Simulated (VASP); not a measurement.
Crystal: Si.

```
Si
1.0
     6.28961    0.00000    0.00000
     0.00000    2.53553    0.00000
     0.00000    0.00000    6.26332
Si
6
Direct
  0.75000 0.00000 0.06020
  0.94619 0.00000 0.68879
  0.44619 0.00000 0.31121
  0.25000 0.00000 0.93980
  0.55381 0.00000 0.68879
  0.05381 0.00000 0.31121
```

| Quantity | Value |
| --- | --- |
| Program | VASP 6.6.1 |
| Task | relaxation of cell and atoms |
| Functional | PBE |
| Potentials or basis | VASP PAW PBE potentials, release 64 (Si) |
| Cutoff | 600 eV |
| k mesh | 6 × 14 × 6 |
| Occupations | gaussian, width 0.1 eV |
| Spin | no spin polarisation |

At the start: pressure 0.1 GPa; volume 16.65 Å³/atom.

Where does the relaxation end?

Over 28 steps the energy falls by 3.5 meV/atom and the volume is 16.73 Å³/atom (+0.5 %); space group Pmma (No. 51, to 0.1 Å) before and after.

Step by step:
```tsv
step	energy change (eV)	largest force (eV/Å)	pressure (GPa)	volume (Å³)
1	0.0000	0.0681	0.11	99.88
2	-0.0083	0.0450	0.03	100.04
3	-0.0087	0.0471	0.03	100.01
4	-0.0095	0.0329	-0.01	100.07
5	-0.0105	0.0483	-0.10	100.20
6	-0.0112	0.0396	0.09	100.04
7	-0.0116	0.0339	0.30	99.85
8	-0.0120	0.0285	0.23	99.93
9	-0.0128	0.0449	0.03	100.17
10	-0.0131	0.0792	-0.37	100.65
11	-0.0134	0.0812	-0.37	100.66
12	-0.0143	0.0863	-0.38	100.70
13	-0.0161	0.0894	-0.41	100.76
14	-0.0152	0.1396	-0.52	100.88
15	-0.0163	0.1033	-0.44	100.81
16	-0.0180	0.0948	-0.21	100.57
17	-0.0194	0.0828	0.27	100.08
18	-0.0204	0.0585	0.16	100.19
19	-0.0208	0.0328	0.01	100.34
20	-0.0210	0.0204	0.01	100.35
21	-0.0211	0.0171	0.00	100.37
22	-0.0211	0.0144	0.00	100.37
23	-0.0211	0.0137	-0.01	100.38
24	-0.0212	0.0139	-0.01	100.38
25	-0.0211	0.0143	-0.02	100.39
26	-0.0212	0.0140	-0.01	100.39
27	-0.0212	0.0122	0.00	100.38
28	-0.0212	0.0087	0.02	100.36
```

Final structure:
```
Si
1.0
     6.62373    0.00000    0.00000
     0.00000    2.51488    0.00000
     0.00000    0.00000    6.02480
Si
6
Direct
  0.75000 0.00000 0.07443
  0.94123 0.00000 0.69467
  0.44123 0.00000 0.30533
  0.25000 0.00000 0.92557
  0.55877 0.00000 0.69467
  0.05877 0.00000 0.30533
```
